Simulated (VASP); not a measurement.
# Ni (Im-3m) in VASP: notebook

The runs below take Ni through single point, with PBEsol.

All numbers are computed with VASP 6.6.1; they aren't measurements. Logs are shortened: lines on timing, memory, paths and dates and some standing lists are left out, and cuts for length are marked.

### 1 The cell of the first run

The structure is cubic, space group Im-3m (No. 229). The conventional cell has a = 2.767 Å, b = 2.767 Å, c = 2.767 Å, α = 90.00°, β = 90.00°, γ = 90.00°. Within 3.2 Å of Ni (site symmetry m-3m) lie 14 Ni at 2.40 to 2.77 Å.

### 2 Single point, PBEsol, collinear spin, ferromagnetic start

File INCAR:

```
SYSTEM = Ni
PREC = Accurate
ENCUT = 520
EDIFF = 1E-7
ISMEAR = -1
SIGMA = 0.05
LREAL = .FALSE.
LASPH = .TRUE.
NELM = 150
ALGO = Normal
ISIF = 2
LWAVE = .FALSE.
LCHARG = .TRUE.
ISPIN = 2
MAGMOM = 1.5
LORBIT = 11
NUPDOWN = 1.5
LMAXMIX = 4
GGA = PS
LELF = .TRUE.
LVHAR = .TRUE.
NBANDS = 15
```

File KPOINTS:

```
regular mesh
0
G
  11 11 11
  0 0 0
```

File POSCAR:

```
Ni
1.0
   -1.3837154700      1.3837154700      1.3837154700
    1.3837154700     -1.3837154700      1.3837154700
    1.3837154700      1.3837154700     -1.3837154700
Ni
1
Direct
    0.0000000000      0.0000000000      0.0000000000
```

Potentials or basis: VASP PAW PBE potentials, release 64 (Ni).

Command:

```console
$ cat potpaw_PBE.64/Ni/POTCAR > POTCAR
$ mpirun -np 1 vasp_std > vasp.out
```

OUTCAR:

```text
SYSTEM = Ni
   PREC = Accurate
   ENCUT = 520
   EDIFF = 1E-7
   ISMEAR = -1
   LREAL = .FALSE.
   LASPH = .TRUE.
   NELM = 150
   ISIF = 2
   ISPIN = 2
   LORBIT = 11
   NUPDOWN = 1.5
   GGA = PS

 ion  position               nearest neighbor table
   1  0.000  0.000  0.000-

  LATTYP: Found a body centered cubic cell.
 ALAT       =     2.7674309400

  Lattice vectors:

 A1 = (  -1.3837154700,   1.3837154700,   1.3837154700)
 A2 = (   1.3837154700,  -1.3837154700,   1.3837154700)
 A3 = (   1.3837154700,   1.3837154700,  -1.3837154700)

Analysis of symmetry for initial positions (statically):
=====================================================================
 Subroutine PRICEL returns:
 Original cell was already a primitive cell.

 Routine SETGRP: Setting up the symmetry group for a
 body centered cubic supercell.

 Subroutine GETGRP returns: Found 48 space group operations
 (whereof 48 operations were pure point group operations)
 out of a pool of 48 trial point group operations.

The static configuration has the point symmetry O_h .

Analysis of symmetry for dynamics (positions and initial velocities):
=====================================================================
 Subroutine PRICEL returns:
 Original cell was already a primitive cell.

 Routine SETGRP: Setting up the symmetry group for a
 body centered cubic supercell.

 Subroutine GETGRP returns: Found 48 space group operations
 (whereof 48 operations were pure point group operations)
 out of a pool of 48 trial point group operations.

The dynamic configuration has the point symmetry O_h .

Analysis of structural, dynamic, and magnetic symmetry:
=====================================================================
 Subroutine PRICEL returns:
 Original cell was already a primitive cell.

 Routine SETGRP: Setting up the symmetry group for a
 body centered cubic supercell.

 Subroutine GETGRP returns: Found 48 space group operations
 (whereof 48 operations were pure point group operations)
 out of a pool of 48 trial point group operations.

The overall configuration has the point symmetry O_h .

 Subroutine INISYM returns: Found 48 space group operations
 (whereof 48 operations are pure point group operations),
 and found     1 'primitive' translations

----------------------------------------------------------------------------------------

                                     Primitive cell

  volume of cell :      10.5974

  direct lattice vectors                    reciprocal lattice vectors
    -1.383715470  1.383715470  1.383715470     0.000000000  0.361345964  0.361345964
     1.383715470 -1.383715470  1.383715470     0.361345964  0.000000000  0.361345964
     1.383715470  1.383715470 -1.383715470     0.361345964  0.361345964  0.000000000

  length of vectors
     2.396665497  2.396665497  2.396665497     0.511020363  0.511020363  0.511020363

  position of ions in fractional coordinates (direct lattice)
     0.000000000  0.000000000  0.000000000

  ion indices of the primitive-cell ions
   primitive index   ion index
                 1           1

----------------------------------------------------------------------------------------

 KPOINTS: regular mesh

Automatic generation of k-mesh.
 Grid dimensions read from file:
 generate k-points for:   11   11   11

 Generating k-lattice:

  Cartesian coordinates                     Fractional coordinates (reciprocal lattice)
     0.000000000  0.032849633  0.032849633     0.090909091  0.000000000  0.000000000
     0.032849633  0.000000000  0.032849633     0.000000000  0.090909091  0.000000000
     0.032849633  0.032849633  0.000000000     0.000000000  0.000000000  0.090909091

  Length of vectors
     0.046456397  0.046456397  0.046456397

  Shift w.r.t. Gamma in fractional coordinates (k-lattice)
     0.000000000  0.000000000  0.000000000

 Subroutine IBZKPT returns following result:
 ===========================================

 Found     56 irreducible k-points:

 Following reciprocal coordinates:
            Coordinates               Weight
  0.000000  0.000000  0.000000      1.000000
  0.090909  0.000000  0.000000     12.000000
  0.181818  0.000000  0.000000     12.000000
  0.272727  0.000000  0.000000     12.000000
  0.363636  0.000000  0.000000     12.000000
  0.454545  0.000000  0.000000     12.000000
[... 16 lines left out ...]
  0.272727  0.181818  0.090909     48.000000
  0.363636  0.181818  0.090909     24.000000
 [... further k-points ...]
   k-points           NKPTS =     56   k-points in BZ     NKDIM =     56   number of bands    NBANDS=     15
   number of dos      NEDOS =    301   number of ions     NIONS =      1
   total plane-waves  NPLWV =   5832
   dimension x,y,z NGX =    18 NGY =   18 NGZ =   18
   dimension x,y,z NGXF=    36 NGYF=   36 NGZF=   36
   ions per type =               1
   NGX,Y,Z   is equivalent  to a cutoff of  12.49, 12.49, 12.49 a.u.
   NGXF,Y,Z  is equivalent  to a cutoff of  24.97, 24.97, 24.97 a.u.
 SYSTEM =  Ni
   PREC   = accura    normal or accurate (medium, high low for compatibility)
   ISTART =      0    job   : 0-new  1-cont  2-samecut
   ICHARG =      2    charge: 1-file 2-atom 10-const
   ISPIN  =      2    spin polarized calculation?
   LNONCOLLINEAR =      F non collinear calculations
   LSORBIT =      F    spin-orbit coupling
   LASPH  =      T    aspherical Exc in radial PAW
   ENCUT  =  520.0 eV  38.22 Ry    6.18 a.u.   4.46  4.46  4.46*2*pi/ulx,y,z
   NELM   =    150;   NELMIN=  2; NELMDL= -5     # of ELM steps
   EDIFF  = 0.1E-06   stopping-criterion for ELM
   LREAL  =      F    real-space projection
   EDIFFG = 0.1E-05   stopping-criterion for IOM
   NSW    =      0    number of steps for IOM
   IBRION =     -1    ionic relax: 0-MD 1-quasi-New 2-CG
   NFREE  =      0    steps in history (QN), initial steepest desc. (CG)
   ISIF   =      2    stress and relaxation
   ISYM   =      2    0-nonsym 1-usesym 2-fastsym
   POTIM  = 0.5000    time-step for ionic-motion
   TEBEG  =    0.0;   TEEND  =   0.0 temperature during run
   PSTRESS=    0.0 pullay stress
   NELECT =      10.0000    total number of electrons
   NUPDOWN=       1.5000    fix difference up-down
   EMIN   =  10.00;   EMAX   =-10.00  energy-range for DOS
   EFERMI =   0.00;   METHOD = LEGACY
   ISMEAR =    -1;   SIGMA  =   0.05  broadening in eV -4-tet -1-fermi 0-gaus
   EFERMI_NEDOS =   21; number of points for ismear=-14 and -15
   IALGO  =     38    algorithm
   IMIX   =      4    mixing-type and parameters
     AMIX     =   0.40;   BMIX     =  1.00
     AMIX_MAG =   1.60;   BMIX_MAG =  1.00
  volume/ion in A,a.u.               =      10.60        71.51
  Fermi-wavevector in a.u.,A,eV,Ry     =   1.605738  3.034405 35.081190  2.578395
  Thomas-Fermi vector in A             =   2.702037
   LORBIT       =     11    0 simple, 1 ext, 2 COOP (PROOUT), +10 PAW based schemes
   GGA     = PS    functional components
   LHFCALC =     F    Hartree Fock is set to
   AEXX    =    0.0000 exact exchange contribution
   IVDW    =     0    specifies the selected vdW correction
   LEPSILON=     F    determine dielectric tensor
   LRPA    =     F    only Hartree local field effects (RPA)
 spin polarized calculation
  energy-cutoff  :      520.00
  volume of cell :       10.60
 maximum number of plane-waves:       321
 NGX is ok and might be reduce to    18
   NGX =  9   NGY =  9   NGZ =  9

 number of electron      10.0000004 magnetization       1.5000001

 Free energy of the ion-electron system (eV)
  ---------------------------------------------------
  ext. energy  EPLUGINS =         0.00000000
  ---------------------------------------------------
  free energy    TOTEN  =        -5.38352505 eV

  energy without entropy =       -5.36212796  energy(sigma->0) =       -5.37282650

 E-fermi :   9.1740     XC(G=0): -13.6383

 val. band max:       11.8290148783   @ k =   0.2727   0.2727   0.0000
 cond. band min:       9.1740558639   @ k =   0.1818   0.1818   0.1818
 fundamental gap:     -2.6549590144
 Fermi energy:        11.8731632498

 spin component 1

 k-point     1 :       0.0000    0.0000    0.0000
  band No.  band energies     occupation
      1       0.0864      1.00000
      2       6.3161      1.00000
      3       6.3161      1.00000
      4       6.3161      1.00000
      5       7.5698      1.00000
      6       7.5698      1.00000
      7      35.9621      0.00000
      8      35.9621      0.00000
      9      35.9621      0.00000
     10      40.9226      0.00000
     11      40.9226      0.00000
     12      42.0584      0.00000
     13      42.0584      0.00000
     14      42.0584      0.00000
     15      42.6958      0.00000
[... 397 lines left out ...]
 k-point    24 :       0.3636    0.1818    0.0909
  band No.  band energies     occupation
      1       4.8802      1.00000
      2       5.3805      1.00000
      3       6.4079      1.00000
      4       7.6448      1.00000
      5       7.7510      1.00000
      6      13.0889      0.00000
      7      16.0451      0.00000
      8      21.4025      0.00000
      9      24.7309      0.00000
     10      40.4332      0.00000
     11      45.4546      0.00000
     12      45.6730      0.00000
     13      51.1913      0.00000
     14      52.2890      0.00000
     15      53.4582      0.00000

 [... further k-points ...]

 spin component 2

 k-point     1 :       0.0000    0.0000    0.0000
  band No.  band energies     occupation
      1       0.5675      1.00000
      2       7.6521      1.00000
      3       7.6521      1.00000
      4       7.6521      1.00000
      5       9.0526      0.91882
      6       9.0526      0.91882
      7      36.3532      0.00000
      8      36.3532      0.00000
      9      36.3532      0.00000
     10      41.4282      0.00000
     11      41.4282      0.00000
     12      42.7863      0.00000
     13      42.7863      0.00000
     14      42.7863      0.00000
     15      43.3680      0.00000
[... 397 lines left out ...]
 k-point    24 :       0.3636    0.1818    0.0909
  band No.  band energies     occupation
      1       5.9717      1.00000
      2       6.5863      1.00000
      3       7.4945      1.00000
      4       9.1241      0.73063
      5       9.2490      0.18234
      6      13.9517      0.00000
      7      16.9205      0.00000
      8      22.0783      0.00000
      9      25.3583      0.00000
     10      40.9243      0.00000
     11      45.9107      0.00000
     12      46.2738      0.00000
     13      52.1026      0.00000
     14      52.7249      0.00000
     15      55.8825      0.00000

 [... further k-points ...]
[... 5 lines left out ...]
  --------------------------------------------------------------------------------------
  -------------------------------------------------------------------------------------
  Total        0.7556633      0.7556633      0.7556633     -0.0000000     -0.0000000     -0.0000000
  in kB      114.2453484    114.2453484    114.2453484     -0.0000000     -0.0000000     -0.0000000
  external PRESSURE =     114.2453484 kB  Pullay stress =       0.0000000 kB

 VOLUME and BASIS-vectors are now :
 -----------------------------------------------------------------------------
  energy-cutoff  :      520.00
  volume of cell :       10.60
      direct lattice vectors                 reciprocal lattice vectors
    -1.383715470  1.383715470  1.383715470     0.000000000  0.361345964  0.361345964
     1.383715470 -1.383715470  1.383715470     0.361345964  0.000000000  0.361345964
     1.383715470  1.383715470 -1.383715470     0.361345964  0.361345964  0.000000000

 POSITION                                       TOTAL-FORCE (eV/Angst)
 -----------------------------------------------------------------------------------
      0.00000      0.00000      0.00000         0.000000      0.000000      0.000000
 -----------------------------------------------------------------------------------
    total drift:                                0.000000      0.000000      0.000000

  FREE ENERGIE OF THE ION-ELECTRON SYSTEM (eV)
  ---------------------------------------------------
  free  energy   TOTEN  =        -5.3835250464 eV

  energy  without entropy=       -5.3621279623  energy(sigma->0) =       -5.37282650

 total charge

# of ion       s       p       d       tot
------------------------------------------
    1        0.536   0.610   8.184   9.329

 magnetization (x)

# of ion       s       p       d       tot
------------------------------------------
    1        0.042   0.115   1.285   1.442
```

It used 16 s of CPU time on 1 thread of Intel Xeon 6975P-C, with other jobs on the host.

Results:

```yaml
Free_energy: -5.3835 eV
Pressure: 11.4 GPa
Net_moment: 1.50 μB per cell
Site_moments: Ni +1.44 μB
Valence_electrons_inside_the_program's_atomic_spheres: Ni 9.33
```

Caveat: the PAW data sets were made with another functional, which shifts forces and pressure a little; the total moment is fixed, so each spin has its own Fermi level.

### 3 Single point, PBEsol, collinear spin, ferromagnetic start

File INCAR:

```
SYSTEM = Ni
  PREC = Accurate
  ENCUT = 520
  EDIFF = 1E-6
  ISMEAR = -1
  SIGMA = 0.05
  LREAL = .FALSE.
  LASPH = .TRUE.
  NELM = 150
  ALGO = Normal
  ISIF = 2
  LWAVE = .FALSE.
  LCHARG = .FALSE.
  ISPIN = 2
  MAGMOM = 2
  LORBIT = 11
  NUPDOWN = 2.0
  LMAXMIX = 4
  GGA = PS
  NBANDS = 15
```

File KPOINTS:

```
Automatic mesh
0
G
  11 11 11
  0 0 0
```

POSCAR is that of step 2.

Potentials or basis: VASP PAW PBE potentials, release 64 (Ni).

Command:

```console
$ cat potpaw_PBE.64/Ni/POTCAR > POTCAR
$ mpirun -np 1 vasp_std > vasp.out
```

OUTCAR:

```text
SYSTEM = Ni
   PREC = Accurate
   ENCUT = 520
   EDIFF = 1E-6
   ISMEAR = -1
   LREAL = .FALSE.
   LASPH = .TRUE.
   NELM = 150
   ISIF = 2
   ISPIN = 2
   LORBIT = 11
   NUPDOWN = 2.0
   GGA = PS

 ion  position               nearest neighbor table
   1  0.000  0.000  0.000-

  LATTYP: Found a body centered cubic cell.
 ALAT       =     2.7674309400

  Lattice vectors:

 A1 = (  -1.3837154700,   1.3837154700,   1.3837154700)
 A2 = (   1.3837154700,  -1.3837154700,   1.3837154700)
[... 1071 lines left out ...]
  --------------------------------------------------------------------------------------
  -------------------------------------------------------------------------------------
  Total        1.8448883      1.8448883      1.8448883     -0.0000000     -0.0000000      0.0000000
  in kB      278.9204046    278.9204046    278.9204046     -0.0000000     -0.0000000      0.0000000
  external PRESSURE =     278.9204046 kB  Pullay stress =       0.0000000 kB

 VOLUME and BASIS-vectors are now :
 -----------------------------------------------------------------------------
  energy-cutoff  :      520.00
  volume of cell :       10.60
      direct lattice vectors                 reciprocal lattice vectors
    -1.383715470  1.383715470  1.383715470     0.000000000  0.361345964  0.361345964
     1.383715470 -1.383715470  1.383715470     0.361345964  0.000000000  0.361345964
     1.383715470  1.383715470 -1.383715470     0.361345964  0.361345964  0.000000000

 POSITION                                       TOTAL-FORCE (eV/Angst)
 -----------------------------------------------------------------------------------
      0.00000      0.00000      0.00000        -0.000000      0.000000     -0.000000
 -----------------------------------------------------------------------------------
    total drift:                                0.000000      0.000000      0.000000

  FREE ENERGIE OF THE ION-ELECTRON SYSTEM (eV)
  ---------------------------------------------------
  free  energy   TOTEN  =        -4.1948510137 eV

  energy  without entropy=       -4.1764301820  energy(sigma->0) =       -4.18564060

 total charge

# of ion       s       p       d       tot
------------------------------------------
    1        0.554   0.687   8.061   9.302

 magnetization (x)

# of ion       s       p       d       tot
------------------------------------------
    1        0.076   0.231   1.581   1.888
```

OSZICAR:

```text
N       E                     dE             d eps       ncg     rms          rms(c)
DAV:   1     0.336532186609E+02    0.33653E+02   -0.44544E+03  3622   0.916E+02
DAV:   2    -0.470495576196E+01   -0.38358E+02   -0.35463E+02  3871   0.163E+02
DAV:   3    -0.606220120526E+01   -0.13572E+01   -0.13515E+01  4095   0.300E+01
DAV:   4    -0.607031853244E+01   -0.81173E-02   -0.81162E-02  4124   0.217E+00
DAV:   5    -0.607040951548E+01   -0.90983E-04   -0.90983E-04  4114   0.203E-01    0.143E+01
DAV:   6    -0.436976809005E+01    0.17006E+01   -0.13765E+01  4781   0.501E+01    0.841E+00
DAV:   7    -0.422236275385E+01    0.14741E+00   -0.82221E-01  3841   0.120E+01    0.406E+00
DAV:   8    -0.420508084556E+01    0.17282E-01   -0.11330E-02  4576   0.919E-01    0.217E+00
DAV:   9    -0.419579588002E+01    0.92850E-02   -0.25197E-03  5511   0.424E-01    0.364E-01
DAV:  10    -0.419492105336E+01    0.87483E-03   -0.19158E-03  5231   0.363E-01    0.667E-02
DAV:  11    -0.419484875878E+01    0.72295E-04   -0.94048E-05  5630   0.600E-02    0.361E-02
DAV:  12    -0.419485154233E+01   -0.27836E-05   -0.21648E-06  3692   0.135E-02    0.954E-03
DAV:  13    -0.419485101366E+01    0.52867E-06   -0.79613E-07  3088   0.958E-03
   1 F= -.41948510E+01 E0= -.41856406E+01  d E =-.184208E-01  mag=     2.0000
```

stdout:

```text
POSCAR found type information on POSCAR Ni
 POSCAR found :  1 types and       1 ions
 scaLAPACK will be used
 -----------------------------------------------------------------------------
|                                                                             |
|                                                                             |
|     You enforced a specific xc type in the INCAR file but a different       |
|     I HOPE YOU KNOW WHAT YOU ARE DOING!                                     |
|                                                                             |
 -----------------------------------------------------------------------------

 LDA part: xc-table for (Slater+PW92), standard interpolation
 POSCAR, INCAR and KPOINTS ok, starting setup
 FFT: planning ... GRIDC
 FFT: planning ... GRID_SOFT
 FFT: planning ... GRID
 WAVECAR not read
 entering main loop
```

It used 17 s of CPU time on 1 thread of Intel Xeon 6975P-C, on a shared host.

Results:

- Free energy: -4.1949 eV
- Pressure: 27.9 GPa
- Net moment: 2.00 μB per cell
- Site moments: Ni +1.89 μB
- Valence electrons inside the program's atomic spheres: Ni 9.30

Caveat: the PAW data sets were made with another functional, which shifts forces and pressure a little; the total moment is fixed, so each spin has its own Fermi level.
